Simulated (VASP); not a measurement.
# W (Pmmn) in VASP: single point with r2SCAN

Aim: the single point of W with r2SCAN.

All numbers are computed with VASP 6.6.1; they aren't measurements. Logs are shortened: lines on timing, memory, paths and dates and some standing lists are left out, and cuts for length are marked.

### Step 1. The cell of the first run

The structure is orthorhombic, space group Pmmn (No. 59). The conventional cell has a = 2.871 Å, b = 4.060 Å, c = 2.871 Å, α = 90.00°, β = 90.00°, γ = 90.00°. Within 3.6 Å of W (site symmetry mm2) lie 12 W at 2.75 to 3.00 Å.

### Step 2. Single point, r2SCAN (atoms displaced along a vibrational mode)

Contents of POSCAR:

```
W
1.0
    0.0000000000     -2.0300000000     -2.0300000000
    0.0000000000      2.0300000000     -2.0300000000
    4.0600000000      0.0000000000      0.0000000000
W
2
Direct
    0.5435410580      0.5000000000      0.5000000000
   -0.0435410580      0.0000000000      0.0000000000
```

Contents of INCAR.step1:

```
SYSTEM = W
PREC = Accurate
ENCUT = 550
ISMEAR = 0
SIGMA = 0.15
LREAL = .FALSE.
LASPH = .TRUE.
NELM = 120
NBANDS = 21
GGA = PE
ALGO = Normal
EDIFF = 1E-5
LWAVE = .TRUE.
LCHARG = .FALSE.
GGA_COMPAT = .FALSE.
```

Contents of INCAR.step2:

```
SYSTEM = W
PREC = Accurate
ENCUT = 550
EDIFF = 1E-6
ISMEAR = 0
SIGMA = 0.15
LREAL = .FALSE.
LASPH = .TRUE.
NELM = 120
ALGO = Normal
ISIF = 2
LWAVE = .FALSE.
LCHARG = .FALSE.
METAGGA = R2SCAN
LMIXTAU = .TRUE.
NBANDS = 21
ISTART = 1
GGA_COMPAT = .FALSE.
```

Contents of KPOINTS:

```
Automatic mesh
0
G
  16 16 12
  0 0 0
```

Potentials or basis: VASP PAW PBE potentials, release 64 (W_sv).

On the command line:

```
$ cat potpaw_PBE.64/W_sv/POTCAR > POTCAR
$ cp INCAR.step1 INCAR
$ mpirun -np 1 vasp_std > vasp.out
$ cp INCAR.step2 INCAR
$ mpirun -np 1 vasp_std > vasp.out
```

OUTCAR:

```text
SYSTEM = W
   PREC = Accurate
   ENCUT = 550
   EDIFF = 1E-6
   ISMEAR = 0
   LREAL = .FALSE.
   LASPH = .TRUE.
   NELM = 120
   ISIF = 2
   METAGGA = R2SCAN
   ISTART = 1

 ion  position               nearest neighbor table
   1  0.544  0.500  0.500-   2 2.75   2 2.75   2 2.75   2 2.75   2 3.00   2 3.00   2 3.00   2 3.00

   2  0.956  0.000  0.000-   1 2.75   1 2.75   1 2.75   1 2.75   1 3.00   1 3.00   1 3.00   1 3.00

  LATTYP: Found a simple tetragonal cell.
 ALAT       =     2.8708535316
 C/A-ratio  =     1.4142135624

  Lattice vectors:

 A1 = (   0.0000000000,  -2.0300000000,  -2.0300000000)
 A2 = (   0.0000000000,   2.0300000000,  -2.0300000000)
 A3 = (   4.0600000000,   0.0000000000,   0.0000000000)

Analysis of symmetry for initial positions (statically):
=====================================================================
 Subroutine PRICEL returns:
 Original cell was already a primitive cell.

 Routine SETGRP: Setting up the symmetry group for a
 simple tetragonal supercell.

 Subroutine GETGRP returns: Found  8 space group operations
 (whereof  4 operations were pure point group operations)
 out of a pool of 16 trial point group operations.

The static configuration has the point symmetry C_2v.
 The point group associated with its full space group is D_2h.

Analysis of symmetry for dynamics (positions and initial velocities):
=====================================================================
 Subroutine PRICEL returns:
 Original cell was already a primitive cell.

 Routine SETGRP: Setting up the symmetry group for a
 simple tetragonal supercell.

 Subroutine GETGRP returns: Found  8 space group operations
 (whereof  4 operations were pure point group operations)
 out of a pool of 16 trial point group operations.

The dynamic configuration has the point symmetry C_2v.
 The point group associated with its full space group is D_2h.

 Subroutine INISYM returns: Found  8 space group operations
 (whereof  4 operations are pure point group operations),
 and found     1 'primitive' translations

----------------------------------------------------------------------------------------

                                     Primitive cell

  volume of cell :      33.4617

  direct lattice vectors                    reciprocal lattice vectors
     0.000000000 -2.030000000 -2.030000000     0.000000000 -0.246305419 -0.246305419
     0.000000000  2.030000000 -2.030000000     0.000000000  0.246305419 -0.246305419
     4.060000000  0.000000000  0.000000000     0.246305419  0.000000000  0.000000000

  length of vectors
     2.870853532  2.870853532  4.060000000     0.348328464  0.348328464  0.246305419

  position of ions in fractional coordinates (direct lattice)
     0.543541058  0.500000000  0.500000000
     0.956458942  0.000000000  0.000000000

  ion indices of the primitive-cell ions
   primitive index   ion index
                 1           1
                 2           2

----------------------------------------------------------------------------------------

 KPOINTS: Automatic mesh

Automatic generation of k-mesh.
 Grid dimensions read from file:
 generate k-points for:   16   16   12

 Generating k-lattice:

  Cartesian coordinates                     Fractional coordinates (reciprocal lattice)
     0.000000000 -0.015394089 -0.015394089     0.062500000  0.000000000  0.000000000
     0.000000000  0.015394089 -0.015394089     0.000000000  0.062500000  0.000000000
     0.020525452  0.000000000  0.000000000     0.000000000  0.000000000  0.083333333

  Length of vectors
     0.021770529  0.021770529  0.020525452

  Shift w.r.t. Gamma in fractional coordinates (k-lattice)
     0.000000000  0.000000000  0.000000000

 Subroutine IBZKPT returns following result:
 ===========================================

 Found    567 irreducible k-points:

 Following reciprocal coordinates:
            Coordinates               Weight
  0.000000  0.000000  0.000000      1.000000
  0.062500  0.000000  0.000000      2.000000
  0.000000  0.062500  0.000000      2.000000
  0.125000  0.000000  0.000000      2.000000
  0.000000  0.125000  0.000000      2.000000
  0.187500  0.000000  0.000000      2.000000
[... 16 lines left out ...]
  0.250000  0.062500  0.000000      4.000000
 -0.062500  0.250000  0.000000      4.000000
 [... further k-points ...]
   k-points           NKPTS =    567   k-points in BZ     NKDIM =    567   number of bands    NBANDS=     21
   number of dos      NEDOS =    301   number of ions     NIONS =      2
   total plane-waves  NPLWV =  18432
   dimension x,y,z NGX =    24 NGY =   24 NGZ =   32
   dimension x,y,z NGXF=    48 NGYF=   48 NGZF=   64
   ions per type =               2
   NGX,Y,Z   is equivalent  to a cutoff of  13.90, 13.90, 13.10 a.u.
   NGXF,Y,Z  is equivalent  to a cutoff of  27.80, 27.80, 26.21 a.u.
 SYSTEM =  W
   PREC   = accura    normal or accurate (medium, high low for compatibility)
   ISTART =      1    job   : 0-new  1-cont  2-samecut
   ICHARG =      0    charge: 1-file 2-atom 10-const
   ISPIN  =      1    spin polarized calculation?
   LNONCOLLINEAR =      F non collinear calculations
   LSORBIT =      F    spin-orbit coupling
   LASPH  =      T    aspherical Exc in radial PAW
   ENCUT  =  550.0 eV  40.42 Ry    6.36 a.u.   5.49  5.49  7.76*2*pi/ulx,y,z
   NELM   =    120;   NELMIN=  2; NELMDL=  0     # of ELM steps
   EDIFF  = 0.1E-05   stopping-criterion for ELM
   LREAL  =      F    real-space projection
   EDIFFG = 0.1E-04   stopping-criterion for IOM
   NSW    =      0    number of steps for IOM
   IBRION =     -1    ionic relax: 0-MD 1-quasi-New 2-CG
   NFREE  =      0    steps in history (QN), initial steepest desc. (CG)
   ISIF   =      2    stress and relaxation
   ISYM   =      2    0-nonsym 1-usesym 2-fastsym
   POTIM  = 0.5000    time-step for ionic-motion
   TEBEG  =    0.0;   TEEND  =   0.0 temperature during run
   PSTRESS=    0.0 pullay stress
   NELECT =      28.0000    total number of electrons
   NUPDOWN=      -1.0000    fix difference up-down
   EMIN   =  10.00;   EMAX   =-10.00  energy-range for DOS
   EFERMI =   0.00;   METHOD = LEGACY
   ISMEAR =     0;   SIGMA  =   0.15  broadening in eV -4-tet -1-fermi 0-gaus
   EFERMI_NEDOS =   21; number of points for ismear=-14 and -15
   IALGO  =     38    algorithm
   IMIX   =      4    mixing-type and parameters
     AMIX     =   0.40;   BMIX     =  1.00
     AMIX_MAG =   1.60;   BMIX_MAG =  1.00
  volume/ion in A,a.u.               =      16.73       112.91
  Fermi-wavevector in a.u.,A,eV,Ry     =   1.542688  2.915258 32.380324  2.379887
  Thomas-Fermi vector in A             =   2.648457
   LORBIT       =      0    0 simple, 1 ext, 2 COOP (PROOUT), +10 PAW based schemes
   METAGGA = R2SCAN    functional components
   LHFCALC =     F    Hartree Fock is set to
   AEXX    =    0.0000 exact exchange contribution
   IVDW    =     0    specifies the selected vdW correction
   LEPSILON=     F    determine dielectric tensor
   LRPA    =     F    only Hartree local field effects (RPA)
 non-spin polarized calculation
 Gauss-broadening in eV      SIGMA  =   0.15
  energy-cutoff  :      550.00
  volume of cell :       33.46
 maximum number of plane-waves:      1008
 NGX is ok and might be reduce to    24
   NGX = 11   NGY = 11   NGZ = 15

 number of electron      27.9999995 magnetization

 Free energy of the ion-electron system (eV)
  ---------------------------------------------------
  ext. energy  EPLUGINS =         0.00000000
  ---------------------------------------------------
  free energy    TOTEN  =      -101.50531935 eV

  energy without entropy =     -101.48230474  energy(sigma->0) =     -101.49381205

 E-fermi :  10.1166     XC(G=0): -14.5824

 val. band max:       10.1149852959   @ k =   0.0625   0.0625   0.1667
 cond. band min:      10.1170804112   @ k =  -0.0625   0.3125   0.2500
 fundamental gap:      0.0020951153
 Fermi energy:        10.1166419552

 k-point     1 :       0.0000    0.0000    0.0000
  band No.  band energies     occupation
      1     -65.5412      2.00000
      2     -65.3771      2.00000
      3     -29.6214      2.00000
      4     -28.9417      2.00000
      5     -28.9038      2.00000
      6     -28.5418      2.00000
[... 13 lines left out ...]
     20      16.0739      0.00000
     21      22.2523      0.00000

 k-point     2 :       0.0625    0.0000    0.0000
  band No.  band energies     occupation
      1     -65.5387      2.00000
      2     -65.3769      2.00000
      3     -29.6108      2.00000
      4     -28.9364      2.00000
      5     -28.9247      2.00000
      6     -28.5704      2.00000
[... 13 lines left out ...]
     20      16.0066      0.00000
     21      21.9895      0.00000

 k-point     3 :       0.0000    0.0625    0.0000
  band No.  band energies     occupation
      1     -65.5383      2.00000
      2     -65.3773      2.00000
      3     -29.6084      2.00000
      4     -28.9626      2.00000
      5     -28.8996      2.00000
      6     -28.5423      2.00000
[... 13 lines left out ...]
     20      16.6225      0.00000
     21      21.4939      0.00000

 k-point     4 :       0.1250    0.0000    0.0000
  band No.  band energies     occupation
      1     -65.5313      2.00000
      2     -65.3763      2.00000
      3     -29.5796      2.00000
      4     -28.9833      2.00000
      5     -28.9211      2.00000
      6     -28.6515      2.00000
[... 13 lines left out ...]
     20      17.1198      0.00000
     21      20.7227      0.00000

 k-point     5 :       0.0000    0.1250    0.0000
  band No.  band energies     occupation
      1     -65.5297      2.00000
      2     -65.3780      2.00000
      3     -29.5699      2.00000
      4     -29.0209      2.00000
      5     -28.8888      2.00000
      6     -28.5926      2.00000
[... 13 lines left out ...]
     20      17.7963      0.00000
     21      20.2695      0.00000

 k-point     6 :       0.1875    0.0000    0.0000
  band No.  band energies     occupation
      1     -65.5199      2.00000
      2     -65.3757      2.00000
      3     -29.5303      2.00000
      4     -29.0687      2.00000
      5     -28.8972      2.00000
      6     -28.7726      2.00000
[... 13 lines left out ...]
     20      18.5819      0.00000
     21      19.5303      0.00000

 k-point     7 :       0.0000    0.1875    0.0000
  band No.  band energies     occupation
      1     -65.5162      2.00000
      2     -65.3795      2.00000
      3     -29.5079      2.00000
      4     -29.1048      2.00000
      5     -28.8815      2.00000
      6     -28.7009      2.00000
[... 13 lines left out ...]
     20      19.0626      0.00000
     21      19.1916      0.00000
[... 291 lines left out ...]
      1     -65.5272      2.00000
      2     -65.3776      2.00000
      3     -29.5598      2.00000
      4     -29.0202      2.00000
      5     -28.9053      2.00000
      6     -28.6116      2.00000
[... 13 lines left out ...]
     20      17.8864      0.00000
     21      20.5598      0.00000

 k-point    21 :       0.1875    0.0625    0.0000
  band No.  band energies     occupation
      1     -65.5172      2.00000
      2     -65.3757      2.00000
      3     -29.5185      2.00000
      4     -29.0711      2.00000
      5     -28.9142      2.00000
      6     -28.7753      2.00000
[... 13 lines left out ...]
     20      18.7185      0.00000
     21      19.7750      0.00000

 k-point    22 :      -0.0625    0.1875    0.0000
  band No.  band energies     occupation
      1     -65.5138      2.00000
      2     -65.3791      2.00000
      3     -29.4984      2.00000
      4     -29.1047      2.00000
      5     -28.8970      2.00000
      6     -28.7121      2.00000
[... 13 lines left out ...]
     20      19.2367      0.00000
     21      19.3856      0.00000

 k-point    23 :       0.2500    0.0625    0.0000
  band No.  band energies     occupation
      1     -65.5033      2.00000
      2     -65.3754      2.00000
      3     -29.4563      2.00000
      4     -29.1672      2.00000
      5     -28.9322      2.00000
      6     -28.8708      2.00000
[... 13 lines left out ...]
     20      18.8119      0.00000
     21      20.1671      0.00000

 k-point    24 :      -0.0625    0.2500    0.0000
  band No.  band energies     occupation
      1     -65.4967      2.00000
      2     -65.3820      2.00000
      3     -29.4169      2.00000
      4     -29.1987      2.00000
      5     -28.9422      2.00000
      6     -28.7818      2.00000
[... 13 lines left out ...]
     20      18.3735      0.00000
     21      20.6873      0.00000

 [... further k-points ...]

------------------------ aborting loop because EDIFF is reached ----------------------------------------

  FORCE on cell =-STRESS in cart. coord.  units (eV):
  Direction    XX          YY          ZZ          XY          YZ          ZX
  --------------------------------------------------------------------------------------
  -------------------------------------------------------------------------------------
  Total       -0.6745252     -1.1521155     -1.1521155      0.0000000     -1.5514113      0.0000000
  in kB      -32.2968851    -55.1643490    -55.1643490      0.0000000    -74.2829992      0.0000000
  external PRESSURE =     -47.5418610 kB  Pullay stress =       0.0000000 kB

 VOLUME and BASIS-vectors are now :
 -----------------------------------------------------------------------------
  energy-cutoff  :      550.00
  volume of cell :       33.46
      direct lattice vectors                 reciprocal lattice vectors
     0.000000000 -2.030000000 -2.030000000     0.000000000 -0.246305419 -0.246305419
     0.000000000  2.030000000 -2.030000000     0.000000000  0.246305419 -0.246305419
     4.060000000  0.000000000  0.000000000     0.246305419  0.000000000  0.000000000

 POSITION                                       TOTAL-FORCE (eV/Angst)
 -----------------------------------------------------------------------------------
      2.03000     -0.08839     -2.11839         0.000000      0.402080      0.402080
      0.00000     -1.94161     -1.94161         0.000000     -0.402080     -0.402080
 -----------------------------------------------------------------------------------
    total drift:                               -0.000000     -0.000000      0.000000

  FREE ENERGIE OF THE ION-ELECTRON SYSTEM (eV)
  ---------------------------------------------------
  free  energy   TOTEN  =      -101.5053193509 eV

  energy  without entropy=     -101.4823047392  energy(sigma->0) =     -101.49381205
```

It took 4.8 min on 1 thread of Intel Xeon 6975P-C (Granite Rapids), shared host; peak memory 0.43 GiB.

What came out:

* Free energy: -101.5053 eV
* Pressure: -4.8 GPa
* Largest force: 0.569 eV/Å
* Band gap on the k mesh: zero (bands 14 and 15 overlap by 2.92 eV)

Forces on the atoms (eV/Å):
```
W    0.000  0.402  0.402
W    0.000 -0.402 -0.402
```

Levels at points of the mesh, in eV from the Fermi level:
| k point | band 11 | band 12 | band 13 | band 14 | band 15 | band 16 | band 17 | band 18 |
| --- | --- | --- | --- | --- | --- | --- | --- | --- |
| (0.00, 0.00, 0.00) | -4.60 | -0.86 | -0.78 | -0.26 | 2.56 | 2.84 | 2.91 | 4.95 |
| (0.50, 0.00, 0.00) | -2.81 | -2.63 | -1.49 | -0.92 | 0.74 | 1.03 | 1.26 | 3.55 |
| (0.00, 0.50, 0.00) | -2.36 | -2.36 | -2.12 | -2.12 | 1.35 | 1.35 | 2.53 | 2.53 |
| (0.50, 0.50, 0.00) | -4.63 | -4.63 | 2.53 | 2.53 | 5.45 | 5.45 | 5.56 | 5.56 |
| (0.00, 0.00, 0.50) | -3.21 | -3.21 | -0.27 | -0.27 | 1.39 | 1.39 | 2.22 | 2.22 |
| (0.50, 0.00, 0.50) | -0.94 | -0.94 | -0.73 | -0.73 | 0.49 | 0.49 | 4.99 | 4.99 |
| (0.00, 0.50, 0.50) | -0.97 | -0.97 | -0.46 | -0.46 | 0.39 | 0.39 | 4.46 | 4.46 |
| (0.50, 0.50, 0.50) | -2.40 | -2.40 | -1.88 | -1.88 | 1.64 | 1.64 | 5.76 | 5.76 |

Caveat: the cell differs from its parent crystal (atoms displaced along a vibrational mode); the cell stands under tension; the PAW data sets were made with another functional, which shifts forces and pressure a little; spin-orbit coupling is left out, which moves the levels of the heavy elements.
